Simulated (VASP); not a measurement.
Crystal: BaTiO3.

```xyz
5
Lattice="4.0060 0.0000 0.0000 0.0000 4.0060 0.0000 0.0000 0.0000 4.0060" Properties=species:S:1:pos:R:3 pbc="T T T"
Ba    2.0030    2.0030    2.0030
Ti    0.0000    0.0000    0.0000
O     2.0030    0.0000    0.0000
O     0.0000    2.0030    0.0000
O     0.0000    0.0000    2.0030
```

Base run:

```yaml
Program: VASP 6.6.1
Functional: PBE
Potentials_or_basis: VASP PAW PBE potentials, release 64 (Ba_sv, Ti_sv, O)
Cutoff: 520 eV
k_mesh: 6 × 6 × 6
Occupations: methfessel-paxton, width 0.05 eV
Spin: no spin polarisation
Hubbard_terms: Ti d U = 5.0 eV
```

Its results: band gap on the k mesh 2.34 eV, indirect (least direct gap 2.54 eV); pressure 7.4 GPa.

Q: The run is repeated on the same cell with these changes: hubbard terms from Ti d U = 5.0 eV to Ti d U = 7.0 eV. What comes out?

A: Band gap on the k mesh 2.61 eV, indirect (least direct gap 2.84 eV); pressure 9.0 GPa.

Caveats: spin-orbit coupling is left out, which moves the levels of the heavy elements.

A k mesh can miss the band edges.
